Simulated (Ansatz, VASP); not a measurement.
**One calculation of AlAs3, two programs**

The input INCAR:

```
PREC = Accurate ; ENCUT = 520
EDIFF = 1E-6 ; ISMEAR = 0
SIGMA = 0.1 ; LREAL = False
LASPH = True ; NELM = 80
ALGO = Normal ; ISIF = 2
LWAVE = False ; LCHARG = False
GGA = PE ; NBANDS = 17
```

Contents of KPOINTS:

```
regular mesh
0
Gamma
  4 4 4
```

File POSCAR:

```
AlAs3
1.0
    4.3660232900      0.0000000000      0.0000000000
    0.0000000000      4.3660232900      0.0000000000
    0.0000000000      0.0000000000      4.3660232900
Al As
1 3
Direct
    0.5000000000      0.5000000000      0.5000000000
    0.5000000000      0.0000000000      0.0000000000
    0.0000000000      0.5000000000      0.0000000000
    0.0000000000      0.0000000000      0.5000000000
```

Input for Ansatz:

```yaml
crystal:
  lattice:
    - [4.36602329, 0.0, 0.0]
    - [0.0, 4.36602329, 0.0]
    - [0.0, 0.0, 4.36602329]
  atoms:
    - { symbol: Al, position: [0.5, 0.5, 0.5] }
    - { symbol: As, position: [0.5, 0.0, 0.0] }
    - { symbol: As, position: [0.0, 0.5, 0.0] }
    - { symbol: As, position: [0.0, 0.0, 0.5] }
basis:
  ecutwfc: 420
kpoints:
  mp_grid: { grid: [4, 4, 4] }
hamiltonian:
  xc: pbe
scf:
  occupations: { method: gaussian, width: 0.1 }
  lower_state_search: "off"
output:
  forces: true
  stress: true
  eigenvalues: true
```

Alike in both runs: task single point; functional PBE; k mesh 4 × 4 × 4; occupations gaussian, width 0.1 eV; no spin polarisation.

```csv
,VASP,Ansatz
version,VASP 6.6.1,Ansatz 0.2.0
potentials or method,"VASP PAW PBE potentials, release 64 (Al, As), cutoff 520 eV","scalar-relativistic, plane waves, PAW"
valence electrons in the cell,18,48
```

Ansatz gave:

| Quantity | Value |
| --- | --- |
| gap on the k mesh at the Fermi level (eV) | none |
| pressure (GPa) | -5.3 |

Estimate VASP's values.

gap on the k mesh at the Fermi level (eV): none; pressure (GPa): -5.2.

A gap of «none» marks a metal or a gap that the smearing closes. VASP's potentials hold 18 valence electrons a cell and Ansatz's 48, so a difference there can come from the potentials and not from the codes.
